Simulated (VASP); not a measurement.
Input of a VASP 6.6.1 run:

Contents of INCAR:

```
ALGO = Normal ; EDIFF = 1E-6
ENCUT = 750 ; GGA = PS
GGA_COMPAT = False ; ISIF = 2
ISMEAR = 0 ; LASPH = True
LCHARG = False ; LREAL = False
LWAVE = False ; NBANDS = 12
NELM = 120 ; PREC = Accurate
SIGMA = 0.01
```

File KPOINTS:

```
k-points
0
Gamma
  4 4 4
```

The input POSCAR:

```
LiCl
1.0
    0.0000000000      2.5647700000      2.5647700000
    2.5647700000      0.0000000000      2.5647700000
    2.5647700000      2.5647700000      0.0000000000
Li Cl
1 1
Direct
    0.9281700000      0.9797200000      0.0597600000
    0.5113691881      0.4496808119      0.5307408119
```

Potentials or basis: VASP PAW PBE potentials, release 64 (Li_sv, Cl).

Run with:

```bash
$ cat potpaw_PBE.64/Li_sv/POTCAR potpaw_PBE.64/Cl/POTCAR > POTCAR
$ mpirun -np 1 vasp_std > vasp.out
```

Task: Estimate the largest force.

Result: 0.176 eV/Å.

Task: Estimate the pressure.

Result: -0.5 GPa.

Forces on the atoms (eV/Å):
```
Li  -0.111  0.098  0.095
Cl   0.111 -0.098 -0.095
```

Caveat: the k points lie up to 0.53 Å⁻¹ apart; the PAW data sets were made with another functional, which shifts forces and pressure a little.
